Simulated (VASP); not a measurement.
Here is a VASP 6.6.1 calculation.

File INCAR:

```
SYSTEM = RbSr3
  PREC = Accurate
  ENCUT = 520
  EDIFF = 1E-7
  ISMEAR = -1
  SIGMA = 0.2
  LREAL = .False.
  LASPH = .True.
  NELM = 100
  ALGO = Normal
  ISIF = 2
  LWAVE = .False.
  LCHARG = .False.
  GGA = CA
  NBANDS = 28
```

File KPOINTS:

```
regular mesh
0
Gamma
  4 4 4
  0 0 0
```

POSCAR

```
RbSr3
1.0
    6.2473850000      0.0000000000      0.0000000000
    0.0000000000      6.2473850000      0.0000000000
    0.0000000000      0.0000000000      6.2473850000
Rb Sr
1 3
Direct
    0.0000000000      0.0000000000      0.0000000000
    0.0000000000      0.5000000000      0.5000000000
    0.5000000000      0.0000000000      0.5000000000
    0.5000000000      0.5000000000      0.0000000000
```

Potentials or basis: VASP PAW LDA potentials, release 64 (Rb_sv, Sr_sv).

Run with:

```sh
$ cat potpaw_LDA.64/Rb_sv/POTCAR potpaw_LDA.64/Sr_sv/POTCAR > POTCAR
$ mpirun -np 1 vasp_std > vasp.out
```

Task: Predict the pressure.

Result: -1.0 GPa.
